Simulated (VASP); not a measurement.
# KF (Fm-3m) in VASP: a series of runs

Runs on KF. Level: PBE. Tasks: single point.

Everything below comes from runs of VASP 6.6.1. Logs are shortened: lines on timing, memory, paths and dates and some standing lists are left out, and cuts for length are marked.

### 1 The cell of the first run

It takes space group Fm-3m (No. 225, cubic). The conventional cell has a = 5.239 Å, b = 5.239 Å, c = 5.239 Å, α = 90.00°, β = 90.00°, γ = 90.00°. K (site symmetry m-3m) has 6 F at 2.62 Å within 3.5 Å. F (site symmetry m-3m) has 6 K at 2.62 Å within 3.5 Å.

### 2 Single point, PBE (volume scaled by 0.9405)

The input, INCAR:

```
SYSTEM = KF
PREC = Accurate ; ENCUT = 520
EDIFF = 1E-6 ; ISMEAR = -1
SIGMA = 0.01 ; LREAL = .False.
LASPH = .True. ; NELM = 60
ALGO = Normal ; ISIF = 2
LWAVE = .False. ; LCHARG = .False.
GGA = PE ; NBANDS = 15
```

The input, KPOINTS:

```
regular mesh
0
Gamma
  9 9 9
  0 0 0
```

The input, POSCAR:

```
KF
1.0
    0.0000000000      2.6193877275      2.6193877275
    2.6193877275      0.0000000000      2.6193877275
    2.6193877275      2.6193877275      0.0000000000
K F
1 1
Direct
    0.0000000000      0.0000000000      0.0000000000
    0.5000000000      0.5000000000      0.5000000000
```

Potentials or basis: VASP PAW PBE potentials, release 64 (K_sv, F).

On the command line:

```
$ cat potpaw_PBE.64/K_sv/POTCAR potpaw_PBE.64/F/POTCAR > POTCAR
$ mpirun -np 1 vasp_std > vasp.out
```

OUTCAR:

```text
SYSTEM = KF
   PREC = Accurate
   ENCUT = 520
   EDIFF = 1E-6
   ISMEAR = -1
   LREAL = .False.
   LASPH = .True.
   NELM = 60
   ISIF = 2
   GGA = PE

 ion  position               nearest neighbor table
   1  0.000  0.000  0.000-   2 2.62   2 2.62   2 2.62   2 2.62   2 2.62   2 2.62
   2  0.500  0.500  0.500-   1 2.62   1 2.62   1 2.62   1 2.62   1 2.62   1 2.62

  LATTYP: Found a face centered cubic cell.
 ALAT       =     5.2387754550

  Lattice vectors:

 A1 = (   0.0000000000,   2.6193877275,   2.6193877275)
 A2 = (   2.6193877275,   0.0000000000,   2.6193877275)
 A3 = (   2.6193877275,   2.6193877275,   0.0000000000)

Analysis of symmetry for initial positions (statically):
=====================================================================
 Subroutine PRICEL returns:
 Original cell was already a primitive cell.

 Routine SETGRP: Setting up the symmetry group for a
 face centered cubic supercell.

 Subroutine GETGRP returns: Found 48 space group operations
 (whereof 48 operations were pure point group operations)
 out of a pool of 48 trial point group operations.

The static configuration has the point symmetry O_h .

Analysis of symmetry for dynamics (positions and initial velocities):
=====================================================================
 Subroutine PRICEL returns:
 Original cell was already a primitive cell.

 Routine SETGRP: Setting up the symmetry group for a
 face centered cubic supercell.

 Subroutine GETGRP returns: Found 48 space group operations
 (whereof 48 operations were pure point group operations)
 out of a pool of 48 trial point group operations.

The dynamic configuration has the point symmetry O_h .

 Subroutine INISYM returns: Found 48 space group operations
 (whereof 48 operations are pure point group operations),
 and found     1 'primitive' translations

----------------------------------------------------------------------------------------

                                     Primitive cell

  volume of cell :      35.9442

  direct lattice vectors                    reciprocal lattice vectors
     0.000000000  2.619387727  2.619387727    -0.190884303  0.190884303  0.190884303
     2.619387727  0.000000000  2.619387727     0.190884303 -0.190884303  0.190884303
     2.619387727  2.619387727  0.000000000     0.190884303  0.190884303 -0.190884303

  length of vectors
     3.704373649  3.704373649  3.704373649     0.330621311  0.330621311  0.330621311

  position of ions in fractional coordinates (direct lattice)
     0.000000000  0.000000000  0.000000000
     0.500000000  0.500000000  0.500000000

  ion indices of the primitive-cell ions
   primitive index   ion index
                 1           1
                 2           2

----------------------------------------------------------------------------------------

 KPOINTS: regular mesh

Automatic generation of k-mesh.
 Grid dimensions read from file:
 generate k-points for:    9    9    9

 Generating k-lattice:

  Cartesian coordinates                     Fractional coordinates (reciprocal lattice)
    -0.021209367  0.021209367  0.021209367     0.111111111  0.000000000  0.000000000
     0.021209367 -0.021209367  0.021209367     0.000000000  0.111111111  0.000000000
     0.021209367  0.021209367 -0.021209367     0.000000000  0.000000000  0.111111111

  Length of vectors
     0.036735701  0.036735701  0.036735701

  Shift w.r.t. Gamma in fractional coordinates (k-lattice)
     0.000000000  0.000000000  0.000000000

 Subroutine IBZKPT returns following result:
 ===========================================

 Found     35 irreducible k-points:

 Following reciprocal coordinates:
            Coordinates               Weight
  0.000000  0.000000  0.000000      1.000000
  0.111111  0.000000  0.000000      8.000000
  0.222222  0.000000  0.000000      8.000000
  0.333333  0.000000  0.000000      8.000000
  0.444444  0.000000  0.000000      8.000000
  0.111111  0.111111  0.000000      6.000000
[... 16 lines left out ...]
 -0.333333  0.333333  0.000000     12.000000
  0.444444  0.444444  0.000000      6.000000
 [... further k-points ...]
   k-points           NKPTS =     35   k-points in BZ     NKDIM =     35   number of bands    NBANDS=     15
   number of dos      NEDOS =    301   number of ions     NIONS =      2
   total plane-waves  NPLWV =  21952
   dimension x,y,z NGX =    28 NGY =   28 NGZ =   28
   dimension x,y,z NGXF=    56 NGYF=   56 NGZF=   56
   ions per type =               1   1
   NGX,Y,Z   is equivalent  to a cutoff of  12.57, 12.57, 12.57 a.u.
   NGXF,Y,Z  is equivalent  to a cutoff of  25.13, 25.13, 25.13 a.u.
 SYSTEM =  KF
   PREC   = accura    normal or accurate (medium, high low for compatibility)
   ISTART =      0    job   : 0-new  1-cont  2-samecut
   ICHARG =      2    charge: 1-file 2-atom 10-const
   ISPIN  =      1    spin polarized calculation?
   LNONCOLLINEAR =      F non collinear calculations
   LSORBIT =      F    spin-orbit coupling
   LASPH  =      T    aspherical Exc in radial PAW
   ENCUT  =  520.0 eV  38.22 Ry    6.18 a.u.   6.89  6.89  6.89*2*pi/ulx,y,z
   NELM   =     60;   NELMIN=  2; NELMDL= -5     # of ELM steps
   EDIFF  = 0.1E-05   stopping-criterion for ELM
   LREAL  =      F    real-space projection
   EDIFFG = 0.1E-04   stopping-criterion for IOM
   NSW    =      0    number of steps for IOM
   IBRION =     -1    ionic relax: 0-MD 1-quasi-New 2-CG
   NFREE  =      0    steps in history (QN), initial steepest desc. (CG)
   ISIF   =      2    stress and relaxation
   ISYM   =      2    0-nonsym 1-usesym 2-fastsym
   POTIM  = 0.5000    time-step for ionic-motion
   TEBEG  =    0.0;   TEEND  =   0.0 temperature during run
   PSTRESS=    0.0 pullay stress
   NELECT =      16.0000    total number of electrons
   NUPDOWN=      -1.0000    fix difference up-down
   EMIN   =  10.00;   EMAX   =-10.00  energy-range for DOS
   EFERMI =   0.00;   METHOD = LEGACY
   ISMEAR =    -1;   SIGMA  =   0.01  broadening in eV -4-tet -1-fermi 0-gaus
   EFERMI_NEDOS =   21; number of points for ismear=-14 and -15
   IALGO  =     38    algorithm
   IMIX   =      4    mixing-type and parameters
     AMIX     =   0.40;   BMIX     =  1.00
     AMIX_MAG =   1.60;   BMIX_MAG =  1.00
  volume/ion in A,a.u.               =      17.97       121.28
  Fermi-wavevector in a.u.,A,eV,Ry     =   1.249986  2.362130 21.258616  1.562464
  Thomas-Fermi vector in A             =   2.384001
   LORBIT       =      0    0 simple, 1 ext, 2 COOP (PROOUT), +10 PAW based schemes
   GGA     = PE    functional components
   LHFCALC =     F    Hartree Fock is set to
   AEXX    =    0.0000 exact exchange contribution
   IVDW    =     0    specifies the selected vdW correction
   LEPSILON=     F    determine dielectric tensor
   LRPA    =     F    only Hartree local field effects (RPA)
 non-spin polarized calculation
  energy-cutoff  :      520.00
  volume of cell :       35.94
 maximum number of plane-waves:       981
   NGX = 13   NGY = 13   NGZ = 13

 number of electron      16.0000013 magnetization

 Free energy of the ion-electron system (eV)
  ---------------------------------------------------
  ext. energy  EPLUGINS =         0.00000000
  ---------------------------------------------------
  free energy    TOTEN  =        -8.25162981 eV

  energy without entropy =       -8.25162981  energy(sigma->0) =       -8.25162981

 E-fermi :  -2.3445     XC(G=0):  -8.6777

 val. band max:       -2.6360631033   @ k =   0.0000   0.0000   0.0000
 cond. band min:       3.8522864615   @ k =   0.0000   0.0000   0.0000
 fundamental gap:      6.4883495648
 Fermi energy:        -2.3445301844

 k-point     1 :       0.0000    0.0000    0.0000
  band No.  band energies     occupation
      1     -28.6161      2.00000
      2     -21.3246      2.00000
      3     -11.8177      2.00000
      4     -11.8177      2.00000
      5     -11.8177      2.00000
      6      -2.6361      2.00000
      7      -2.6361      2.00000
      8      -2.6361      2.00000
      9       3.8523      0.00000
     10       8.2050      0.00000
     11       8.2050      0.00000
     12       8.2050      0.00000
     13       9.9584      0.00000
     14       9.9584      0.00000
     15      14.6984      0.00000

 k-point     2 :       0.1111    0.0000    0.0000
  band No.  band energies     occupation
      1     -28.6017      2.00000
      2     -21.3388      2.00000
      3     -11.8545      2.00000
      4     -11.8225      2.00000
      5     -11.8225      2.00000
      6      -2.7588      2.00000
      7      -2.6848      2.00000
      8      -2.6848      2.00000
      9       4.2159      0.00000
     10       7.9997      0.00000
     11       8.3830      0.00000
     12       8.3830      0.00000
     13      10.0871      0.00000
     14      10.0871      0.00000
     15      15.3402      0.00000

 k-point     3 :       0.2222    0.0000    0.0000
  band No.  band energies     occupation
      1     -28.5648      2.00000
      2     -21.3749      2.00000
      3     -11.9468      2.00000
      4     -11.8344      2.00000
      5     -11.8344      2.00000
      6      -3.0367      2.00000
      7      -2.8057      2.00000
      8      -2.8057      2.00000
      9       5.1497      0.00000
     10       7.6826      0.00000
     11       8.8478      0.00000
     12       8.8478      0.00000
     13      10.4747      0.00000
     14      10.4747      0.00000
     15      16.5310      0.00000
[... 343 lines left out ...]
 k-point    23 :      -0.3333    0.3333    0.0000
  band No.  band energies     occupation
      1     -28.4678      2.00000
      2     -21.4051      2.00000
      3     -12.2944      2.00000
      4     -12.0856      2.00000
      5     -11.9464      2.00000
      6      -3.1458      2.00000
      7      -2.9288      2.00000
      8      -2.7962      2.00000
      9       6.8618      0.00000
     10       7.9638      0.00000
     11       9.1117      0.00000
     12      10.9011      0.00000
     13      11.2992      0.00000
     14      12.5643      0.00000
     15      14.5657      0.00000

 k-point    24 :       0.4444    0.4444    0.0000
  band No.  band energies     occupation
      1     -28.4685      2.00000
      2     -21.3609      2.00000
      3     -12.4525      2.00000
      4     -12.0639      2.00000
      5     -12.0639      2.00000
      6      -2.8559      2.00000
      7      -2.6796      2.00000
      8      -2.6796      2.00000
      9       5.6610      0.00000
     10       7.8173      0.00000
     11       9.7210      0.00000
     12      11.2457      0.00000
     13      11.7810      0.00000
     14      11.7810      0.00000
     15      14.1985      0.00000

 [... further k-points ...]
[... 5 lines left out ...]
  --------------------------------------------------------------------------------------
  -------------------------------------------------------------------------------------
  Total        0.8763835      0.8763835      0.8763835     -0.0000000      0.0000000      0.0000000
  in kB       39.0638837     39.0638837     39.0638837     -0.0000000      0.0000000      0.0000000
  external PRESSURE =      39.0638837 kB  Pullay stress =       0.0000000 kB

 VOLUME and BASIS-vectors are now :
 -----------------------------------------------------------------------------
  energy-cutoff  :      520.00
  volume of cell :       35.94
      direct lattice vectors                 reciprocal lattice vectors
     0.000000000  2.619387727  2.619387727    -0.190884303  0.190884303  0.190884303
     2.619387727  0.000000000  2.619387727     0.190884303 -0.190884303  0.190884303
     2.619387727  2.619387727  0.000000000     0.190884303  0.190884303 -0.190884303

 POSITION                                       TOTAL-FORCE (eV/Angst)
 -----------------------------------------------------------------------------------
      0.00000      0.00000      0.00000        -0.000000      0.000000     -0.000000
      2.61939      2.61939      2.61939         0.000000     -0.000000      0.000000
 -----------------------------------------------------------------------------------
    total drift:                                0.000000      0.000000      0.000000

  FREE ENERGIE OF THE ION-ELECTRON SYSTEM (eV)
  ---------------------------------------------------
  free  energy   TOTEN  =        -8.2516298052 eV

  energy  without entropy=       -8.2516298052  energy(sigma->0) =       -8.25162981
```

Run time: 37 s. Hardware: 1 thread of AMD EPYC 7R13, shared host; peak memory 0.13 GiB.

Results:

```yaml
Free_energy: -8.2516 eV
Pressure: 3.9 GPa
Band_gap_on_the_k_mesh: 6.49 eV, direct
```

Caveat: the cell differs from its parent crystal (volume scaled by 0.9405).

### 3 Single point, PBE

The input, INCAR:

```
PREC = Accurate
ENCUT = 520
EDIFF = 1E-6
ISMEAR = -1
SIGMA = 0.01
LREAL = F
LASPH = T
NELM = 80
ALGO = Normal
ISIF = 2
LWAVE = F
LCHARG = F
GGA = PE
NBANDS = 15
```

The input, KPOINTS:

```
Automatic mesh
0
Gamma
  9 9 9
```

The input, POSCAR:

```
KF
1.0
    0.0000000000      2.6464931030      2.6464931030
    2.6464931030      0.0000000000      2.6464931030
    2.6464931030      2.6464931030      0.0000000000
K F
1 1
Direct
    0.0000000000      0.0000000000      0.0000000000
    0.5000000000      0.5000000000      0.5000000000
```

Potentials or basis: VASP PAW PBE potentials, release 64 (K_sv, F).

On the command line:

```
$ cat potpaw_PBE.64/K_sv/POTCAR potpaw_PBE.64/F/POTCAR > POTCAR
$ mpirun -np 1 vasp_std > vasp.out
```

It took 38 s on 1 thread of AMD EPYC 7R13, shared host; peak memory 0.13 GiB.

Results (log left out):

```yaml
Free_energy: -8.2756 eV
Pressure: 2.5 GPa
Band_gap_on_the_k_mesh: 6.32 eV, direct
```

Levels at points of the mesh, in eV from the valence-band top:
```csv
k point,band 4,band 5,band 6,band 7,band 8,band 9,band 10,band 11,band 12,band 13
"(0.00, 0.00, 0.00)",-9.29,-9.29,0.00,0.00,0.00,6.32,10.76,10.76,10.76,12.47
```

### 4 Single point, PBE

This run uses another cell than the first one, of 18.54 Å³/atom, 1.031 times its volume.

The input, INCAR:

```
SYSTEM = KF
PREC = Accurate ; ENCUT = 520
EDIFF = 1E-6 ; ISMEAR = -5
SIGMA = 0.1 ; LREAL = .FALSE.
LASPH = .TRUE. ; NELM = 100
ALGO = Normal ; ISIF = 2
LWAVE = .FALSE. ; LCHARG = .FALSE.
GGA = PE ; NBANDS = 15
```

The input, KPOINTS:

```
regular mesh
0
G
  9 9 9
  0 0 0
```

POSCAR is that of step 3.

On the command line:

```
$ cat potpaw_PBE.64/K_sv/POTCAR potpaw_PBE.64/F/POTCAR > POTCAR
$ mpirun -np 1 vasp_std > vasp.out
```

It took 37 s on 1 thread of AMD EPYC 7R13, shared host; peak memory 0.13 GiB.

It converged, with:

| Quantity | Value |
| --- | --- |
| Free energy | -8.2756 eV |
| Pressure | 2.5 GPa |
| Band gap on the k mesh | 6.32 eV, direct |

Levels at points of the mesh, in eV from the valence-band top:
```tsv
k point	band 5	band 6	band 7	band 8	band 9	band 10	band 11	band 12
(0.00, 0.00, 0.00)	-9.29	0.00	0.00	0.00	6.32	10.76	10.76	10.76
```

### 5 Single point, PBE (volume scaled by 1.03)

The input, INCAR:

```
SYSTEM = KF
  ALGO = Normal
  EDIFF = 1E-6
  ENCUT = 520
  GGA = PE
  ISIF = 2
  ISMEAR = -1
  LASPH = .True.
  LCHARG = .False.
  LREAL = .False.
  LWAVE = .False.
  NBANDS = 15
  NELM = 100
  PREC = Accurate
  SIGMA = 0.01
```

The input, KPOINTS:

```
k-points
0
Gamma
  9 9 9
  0 0 0
```

The input, POSCAR:

```
KF
1.0
    0.0000000000      2.6999720186      2.6999720186
    2.6999720186      0.0000000000      2.6999720186
    2.6999720186      2.6999720186      0.0000000000
K F
1 1
Direct
    0.0000000000      0.0000000000      0.0000000000
    0.5000000000      0.5000000000      0.5000000000
```

On the command line:

```
$ cat potpaw_PBE.64/K_sv/POTCAR potpaw_PBE.64/F/POTCAR > POTCAR
$ mpirun -np 1 vasp_std > vasp.out
```

Run time: 32 s. Hardware: 1 thread of AMD EPYC 7R13, shared host; peak memory 0.13 GiB.

Results (log left out):

```yaml
Free_energy: -8.2982 eV
Pressure: 0.4 GPa
Band_gap_on_the_k_mesh: 6.00 eV, direct
```

Levels at points of the mesh, in eV from the valence-band top:
| k point | band 6 | band 7 | band 8 | band 9 | band 10 | band 11 |
| --- | --- | --- | --- | --- | --- | --- |
| (0.00, 0.00, 0.00) | 0.00 | 0.00 | 0.00 | 6.00 | 10.59 | 10.59 |

Caveat: the cell differs from its parent crystal (volume scaled by 1.03).

### 6 Overview

| cell | smearing | gap on the mesh (eV) | pressure (GPa) |
| --- | --- | --- | --- |
| a = 3.704 Å, angles 60.0°, 2 atoms | fermi-dirac 0.01 eV | 6.49 | 3.9 |
| a = 3.743 Å, angles 60.0°, 2 atoms | fermi-dirac 0.01 eV | 6.32 | 2.5 |
| a = 3.743 Å, angles 60.0°, 2 atoms | tetrahedron | 6.32 | 2.5 |
| a = 3.818 Å, angles 60.0°, 2 atoms | fermi-dirac 0.01 eV | 6.00 | 0.4 |

Alike in all rows: task single point; level PBE; potentials or basis VASP PAW PBE potentials, release 64 (K_sv, F); no spin polarisation; k mesh 9 × 9 × 9; cutoff (eV) 520.

Absolute energies hang on the potentials; compare differences alone.
